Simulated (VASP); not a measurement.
Runs of VASP 6.6.1 on Ga3Sb. The structure is that of space group I4/mmm (No. 139), or close to it. The cells are those of the table. 

```csv
level,potentials or basis,cell,further INCAR settings,gap on the mesh (eV),pressure (GPa)
PBEsol,"VASP PAW PBE potentials, release 64 (Sb, Ga_d)","a = 5.730 Å, angles 135.1, 135.1, 65.3°, 4 atoms",ALGO = Fast; EDIFF = 1e-07; NBANDS = 30,none,-4.8
PBEsol,"VASP PAW PBE potentials, release 64 (Sb, Ga_d)","a = 5.617 Å, angles 135.1, 135.1, 65.3°, 4 atoms",ALGO = Fast; EDIFF = 1e-07; NBANDS = 30,none,-2.7
PBEsol,"VASP PAW PBE potentials, release 64 (Sb, Ga_d)","a = 5.766 Å, angles 135.1, 135.1, 65.3°, 4 atoms",ALGO = Fast; EDIFF = 1e-06; NBANDS = 30,none,-5.4
PBEsol,"VASP PAW PBE potentials, release 64 (Sb, Ga_d)","a = 5.655 Å, angles 135.1, 135.1, 65.3°, 4 atoms",ALGO = Fast; EDIFF = 1e-06; NBANDS = 30,none,-3.6
PBEsol,"VASP PAW PBE potentials, release 64 (Sb, Ga_d)","a = 5.579 Å, angles 135.1, 135.1, 65.3°, 4 atoms",ALGO = Fast; EDIFF = 1e-06; NBANDS = 30,none,(a)
LDA,"VASP PAW LDA potentials, release 64 (Sb, Ga_d)","a = 5.655 Å, angles 135.1, 135.1, 65.3°, 4 atoms",ALGO = Fast; EDIFF = 1e-06; NBANDS = 30,none,-4.9
PBEsol,"VASP PAW PBE potentials, release 64 (Sb, Ga_d)","a = 5.693 Å, angles 135.1, 135.1, 65.3°, 4 atoms",ALGO = Fast; EDIFF = 1e-07; NBANDS = 30,none,-4.2
PBEsol,"VASP PAW PBE potentials, release 64 (Sb, Ga_d)","a = 5.655 Å, angles 135.1, 135.1, 65.3°, 4 atoms",ALGO = Fast; EDIFF = 1e-07; NBANDS = 30,none,-3.6
PBEsol,"VASP PAW PBE potentials, release 64 (Sb, Ga_d)","a = 5.540 Å, angles 135.1, 135.1, 65.3°, 4 atoms",ALGO = Fast; EDIFF = 1e-06; NBANDS = 30,none,(b)
```

Alike in all rows: task single point; no spin polarisation; k mesh 9 × 9 × 9; cutoff (eV) 520; smearing fermi-dirac 0.05 eV.

**Question.** Fill in the values left out.

**Answer.** (a) -1.8; (b) -0.7.

Caveats: spin-orbit coupling is left out, which moves the levels of the heavy elements; the PAW data sets were made with another functional, which shifts forces and pressure a little (some runs).

A k mesh can miss the band edges, and the runs leave out spin-orbit coupling on Ga, Sb.

A gap of «none» marks levels without a gap at the run's occupations.
